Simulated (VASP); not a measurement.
# Bi (P6_3/mmc) in VASP: single point with PBE

Aim: the single point of Bi with PBE.

Program: VASP 6.6.1. These are calculated values, not measurements. Logs are shortened: lines on timing, memory, paths and dates and some standing lists are left out, and cuts for length are marked.

## 1. The cell of the first run

Symmetry: P6_3/mmc, No. 194, hexagonal system. Conventional cell: a = 3.546 Å, b = 3.546 Å, c = 5.996 Å, α = 90.00°, β = 90.00°, γ = 120.00°. Bi (site symmetry -6m2) has 12 Bi at 3.55 to 3.63 Å within 4.7 Å.

This isn't the form of Bi at room conditions, which is rhombohedral.

## 2. Single point, PBE, non-collinear spin, zero start, spin-orbit coupling

INCAR

```
ALGO = Normal
EDIFF = 1E-6
ENCUT = 520
GGA = PE
GGA_COMPAT = F
ISIF = 2
ISMEAR = -1
LASPH = T
LCHARG = F
LORBIT = 11
LORBMOM = T
LREAL = F
LSORBIT = T
LWAVE = F
MAGMOM = 0 0 0 0 0 0
NBANDS = 42
NELM = 150
PREC = Accurate
SIGMA = 0.05
```

KPOINTS

```
k-points
0
Gamma
  13 13 7
```

POSCAR

```
Bi
1.0
    3.5455653789      0.0000000000      0.0000000000
   -1.7727826894      3.0705496889      0.0000000000
    0.0000000000      0.0000000000      5.9961202616
Bi
2
Direct
    0.3333333333      0.6666666667      0.2500000000
    0.6666666667      0.3333333333      0.7500000000
```

Potentials or basis: VASP PAW PBE potentials, release 64 (Bi_d).

The run is started by

```console
cat potpaw_PBE.64/Bi_d/POTCAR > POTCAR
mpirun -np 1 vasp_ncl > vasp.out
```

OUTCAR:

```text
EDIFF = 1E-6
   ENCUT = 520
   GGA = PE
   ISIF = 2
   ISMEAR = -1
   LASPH = T
   LORBIT = 11
   LREAL = F
   LSORBIT = T
   NELM = 150
   PREC = Accurate

 ion  position               nearest neighbor table
   1  0.333  0.667  0.250-   2 3.63   2 3.63   2 3.63   2 3.63   2 3.63   2 3.63
   2  0.667  0.333  0.750-   1 3.63   1 3.63   1 3.63   1 3.63   1 3.63   1 3.63

  LATTYP: Found a hexagonal cell.
 ALAT       =     3.5455653789
 C/A-ratio  =     1.6911605402

  Lattice vectors:

 A1 = (   3.5455653789,   0.0000000000,   0.0000000000)
 A2 = (  -1.7727826894,   3.0705496889,   0.0000000000)
 A3 = (   0.0000000000,   0.0000000000,   5.9961202616)

Analysis of symmetry for initial positions (statically):
=====================================================================
 Subroutine PRICEL returns:
 Original cell was already a primitive cell.

 Routine SETGRP: Setting up the symmetry group for a
 hexagonal supercell.

 Subroutine GETGRP returns: Found 24 space group operations
 (whereof 12 operations were pure point group operations)
 out of a pool of 24 trial point group operations.

The static configuration has the point symmetry D_3d.
 The point group associated with its full space group is D_6h.

Analysis of symmetry for dynamics (positions and initial velocities):
=====================================================================
 Subroutine PRICEL returns:
 Original cell was already a primitive cell.

 Routine SETGRP: Setting up the symmetry group for a
 hexagonal supercell.

 Subroutine GETGRP returns: Found 24 space group operations
 (whereof 12 operations were pure point group operations)
 out of a pool of 24 trial point group operations.

The dynamic configuration has the point symmetry D_3d.
 The point group associated with its full space group is D_6h.

Analysis of structural, dynamic, and magnetic symmetry:
=====================================================================
 Subroutine PRICEL returns:
 Original cell was already a primitive cell.

 Routine SETGRP: Setting up the symmetry group for a
 hexagonal supercell.

 Subroutine GETGRP returns: Found 24 space group operations
 (whereof 12 operations were pure point group operations)
 out of a pool of 24 trial point group operations.

The overall configuration has the point symmetry D_3d.
 The point group associated with its full space group is D_6h.

 Subroutine INISYM returns: Found 24 space group operations
 (whereof 12 operations are pure point group operations),
 and found     1 'primitive' translations

----------------------------------------------------------------------------------------

                                     Primitive cell

  volume of cell :      65.2788

  direct lattice vectors                    reciprocal lattice vectors
     3.545565379  0.000000000  0.000000000     0.282042465  0.162837293  0.000000000
    -1.772782689  3.070549689  0.000000000     0.000000000  0.325674586  0.000000000
     0.000000000  0.000000000  5.996120262     0.000000000  0.000000000  0.166774507

  length of vectors
     3.545565379  3.545565379  5.996120262     0.325674586  0.325674586  0.166774507

  position of ions in fractional coordinates (direct lattice)
     0.333333333  0.666666667  0.250000000
     0.666666667  0.333333333  0.750000000

  ion indices of the primitive-cell ions
   primitive index   ion index
                 1           1
                 2           2

----------------------------------------------------------------------------------------

 KPOINTS: k-points

Automatic generation of k-mesh.
 Grid dimensions read from file:
 generate k-points for:   13   13    7

 Generating k-lattice:

  Cartesian coordinates                     Fractional coordinates (reciprocal lattice)
[... 91 lines left out ...]
  energy-cutoff  :      520.00
  volume of cell :       65.28
 maximum number of plane-waves:      3596
 NGX is ok and might be reduce to    28
   NGX = 13   NGY = 13   NGZ = 23

 number of electron      30.0000007 magnetization       0.0000000      0.0000000      0.0000000

 number of electron      30.0000007 magnetization       0.0000000      0.0000000     -0.0000000

 number of electron      30.0000007 magnetization       0.0000000     -0.0000000     -0.0000000

 Free energy of the ion-electron system (eV)
  ---------------------------------------------------
  ext. energy  EPLUGINS =         0.00000000
  ---------------------------------------------------
  free energy    TOTEN  =        -9.15050926 eV

  energy without entropy =       -9.13870838  energy(sigma->0) =       -9.14460882

 E-fermi :   7.3231     XC(G=0): -10.0319

 val. band max:        7.3116880933   @ k =   0.3846   0.0769   0.4286
 cond. band min:       7.3289085050   @ k =   0.3077   0.3077   0.1429
 fundamental gap:      0.0172204117
 Fermi energy:         7.3230872498

 k-point     1 :       0.0000    0.0000    0.0000
  band No.  band energies     occupation
      1     -17.2088      1.00000
      2     -17.2088      1.00000
      3     -17.2056      1.00000
      4     -17.2056      1.00000
      5     -17.2024      1.00000
      6     -17.2024      1.00000
[... 1069 lines left out ...]
     41      16.2309      0.00000
     42      16.2309      0.00000

 [... further k-points ...]
[... 5 lines left out ...]
  --------------------------------------------------------------------------------------
  -------------------------------------------------------------------------------------
  Total       -0.1230837     -0.1230837     -0.0724544     -0.0000000     -0.0000000      0.0000000
  in kB       -3.0209203     -3.0209203     -1.7782936     -0.0000000     -0.0000000      0.0000000
  external PRESSURE =      -2.6067114 kB  Pullay stress =       0.0000000 kB

 VOLUME and BASIS-vectors are now :
 -----------------------------------------------------------------------------
  energy-cutoff  :      520.00
  volume of cell :       65.28
      direct lattice vectors                 reciprocal lattice vectors
     3.545565379  0.000000000  0.000000000     0.282042465  0.162837293  0.000000000
    -1.772782689  3.070549689  0.000000000     0.000000000  0.325674586  0.000000000
     0.000000000  0.000000000  5.996120262     0.000000000  0.000000000  0.166774507

 POSITION                                       TOTAL-FORCE (eV/Angst)
 -----------------------------------------------------------------------------------
     -0.00000      2.04703      1.49903         0.000000      0.000000      0.000000
      1.77278      1.02352      4.49709        -0.000000      0.000000      0.000000
 -----------------------------------------------------------------------------------
    total drift:                                0.000000     -0.000000      0.000000

  FREE ENERGIE OF THE ION-ELECTRON SYSTEM (eV)
  ---------------------------------------------------
  free  energy   TOTEN  =        -9.1505092637 eV

  energy  without entropy=       -9.1387083816  energy(sigma->0) =       -9.14460882

 orbital moment (x)

 # of ion     p       d       tot
 ----------------------------------------
  1         0.000  -0.000   0.000
  2         0.000  -0.000   0.000
 ----------------------------------------
            0.000  -0.000   0.000

 orbital moment (y)

 # of ion     p       d       tot
 ----------------------------------------
  1        -0.000  -0.000  -0.000
  2        -0.000   0.000  -0.000
 ----------------------------------------
           -0.000  -0.000  -0.000

 orbital moment (z)

 # of ion     p       d       tot
 ----------------------------------------
  1         0.000  -0.000  -0.000
  2         0.000   0.000   0.000
 ----------------------------------------
            0.000   0.000   0.000

 Spin-Orbit-Coupling matrix elements

 Ion:    1  E_soc:     -1.7421063
 l=   1
     0.0000000    -0.2251337    -0.2224591
    -0.2251337     0.0000000    -0.2251337
    -0.2224591    -0.2251337     0.0000000
 l=   2
     0.0000000    -0.0131825     0.0000000    -0.0131825    -0.0530269
    -0.0131825     0.0000000    -0.0397099    -0.0131501    -0.0131825
     0.0000000    -0.0397099     0.0000000    -0.0397099     0.0000000
    -0.0131825    -0.0131501    -0.0397099     0.0000000    -0.0131825
    -0.0530269    -0.0131825     0.0000000    -0.0131825     0.0000000
 l=   3
     0.0000000     0.0000000     0.0000000     0.0000000     0.0000000     0.0000000     0.0000000
     0.0000000     0.0000000     0.0000000     0.0000000     0.0000000     0.0000000     0.0000000
     0.0000000     0.0000000     0.0000000     0.0000000     0.0000000     0.0000000     0.0000000
     0.0000000     0.0000000     0.0000000     0.0000000     0.0000000     0.0000000     0.0000000
     0.0000000     0.0000000     0.0000000     0.0000000     0.0000000     0.0000000     0.0000000
     0.0000000     0.0000000     0.0000000     0.0000000     0.0000000     0.0000000     0.0000000
     0.0000000     0.0000000     0.0000000     0.0000000     0.0000000     0.0000000     0.0000000

 Ion:    2  E_soc:     -1.7421063
 l=   1
     0.0000000    -0.2251337    -0.2224591
    -0.2251337     0.0000000    -0.2251337
    -0.2224591    -0.2251337     0.0000000
 l=   2
     0.0000000    -0.0131825     0.0000000    -0.0131825    -0.0530269
    -0.0131825     0.0000000    -0.0397099    -0.0131501    -0.0131825
     0.0000000    -0.0397099     0.0000000    -0.0397099     0.0000000
    -0.0131825    -0.0131501    -0.0397099     0.0000000    -0.0131825
    -0.0530269    -0.0131825     0.0000000    -0.0131825     0.0000000
 l=   3
     0.0000000     0.0000000     0.0000000     0.0000000     0.0000000     0.0000000     0.0000000
     0.0000000     0.0000000     0.0000000     0.0000000     0.0000000     0.0000000     0.0000000
     0.0000000     0.0000000     0.0000000     0.0000000     0.0000000     0.0000000     0.0000000
     0.0000000     0.0000000     0.0000000     0.0000000     0.0000000     0.0000000     0.0000000
     0.0000000     0.0000000     0.0000000     0.0000000     0.0000000     0.0000000     0.0000000
     0.0000000     0.0000000     0.0000000     0.0000000     0.0000000     0.0000000     0.0000000
     0.0000000     0.0000000     0.0000000     0.0000000     0.0000000     0.0000000     0.0000000

 total charge

# of ion       s       p       d       tot
------------------------------------------
    1        1.552   1.250   9.916  12.718
    2        1.552   1.250   9.916  12.718
--------------------------------------------------
tot          3.104   2.500  19.833  25.437

 magnetization (x)

# of ion       s       p       d       tot
------------------------------------------
    1       -0.000   0.000   0.000  -0.000
    2        0.000   0.000   0.000   0.000
--------------------------------------------------
tot         -0.000   0.000   0.000  -0.000

 magnetization (y)

# of ion       s       p       d       tot
------------------------------------------
    1       -0.000   0.000   0.000   0.000
    2       -0.000   0.000   0.000   0.000
--------------------------------------------------
tot         -0.000   0.000   0.000   0.000

 magnetization (z)

# of ion       s       p       d       tot
------------------------------------------
    1        0.000   0.000   0.000   0.000
    2        0.000   0.000   0.000   0.000
--------------------------------------------------
tot          0.000   0.000   0.000   0.000
```

Wall time 2.8 min (1 thread of Intel Xeon 6975P-C (Granite Rapids), shared host); peak memory 0.51 GiB.

What came out:

| Item | Value |
| --- | --- |
| Free energy | -9.1505 eV |
| Pressure | -0.3 GPa |
| Net moment | 0.00 μB per cell |
| Valence electrons inside the program's atomic spheres | Bi 12.72 |

Stress tensor (GPa, compression positive):
```
-0.30  0.00  0.00
 0.00 -0.30  0.00
 0.00  0.00 -0.18
```

Moments on the atoms (μB; x, y, z):
```
Bi  0.00 0.00 0.00
Bi  0.00 0.00 0.00
```
